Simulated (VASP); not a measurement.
Write the native input for VASP 6.6.1 that does the following.

```
Task                   : single point
Functional             : PBE
Potentials or basis    : VASP PAW PBE potentials, release 64 (C)
Cutoff                 : 520 eV
k mesh                 : 13 × 13 × 8
Occupations            : gaussian, width 0.024 eV
Spin                   : no spin polarisation
Dipole correction      : no
Further INCAR settings : ALGO = Normal; EDIFF = 1e-06; NBANDS = 11
```

The structure of C lies in POSCAR:

```
C
1.0
    2.1273203072     -1.2282824400      0.0000000000
    2.1273203072      1.2282824400      0.0000000000
   -1.3790696309      0.0000000000      3.5028300786
C
2
Direct
    0.1666444700      0.1666444700      0.9999069600
    0.8333555300      0.8333555300      0.0000930400
```

One way to write it, as run:

INCAR

```
SYSTEM = C
ALGO = Normal
EDIFF = 1E-6
ENCUT = 520
GGA = PE
ISIF = 2
ISMEAR = 0
LASPH = .True.
LCHARG = .True.
LELF = .True.
LREAL = .False.
LVHAR = .True.
LWAVE = .False.
NBANDS = 11
NELM = 100
PREC = Accurate
SIGMA = 0.024
```

KPOINTS

```
k-points
0
Gamma
  13 13 8
  0 0 0
```

Potentials or basis: VASP PAW PBE potentials, release 64 (C).

Launch:

```console
$ cat potpaw_PBE.64/C/POTCAR > POTCAR
$ mpirun -np 1 vasp_std > vasp.out
```

Results of the run:

The pressure is 4.2 GPa and the largest force is 0.004 eV/Å. The band gap on the k mesh is 0.93 eV, indirect (least direct gap 0.94 eV).

Caveat: this functional lacks dispersion, which binds the layers, so the pressure and a relaxed spacing across them are unreliable.

Run time: 38 s on 1 thread of Intel Xeon 6975P-C, with other jobs on the host, peak memory 0.17 GiB.
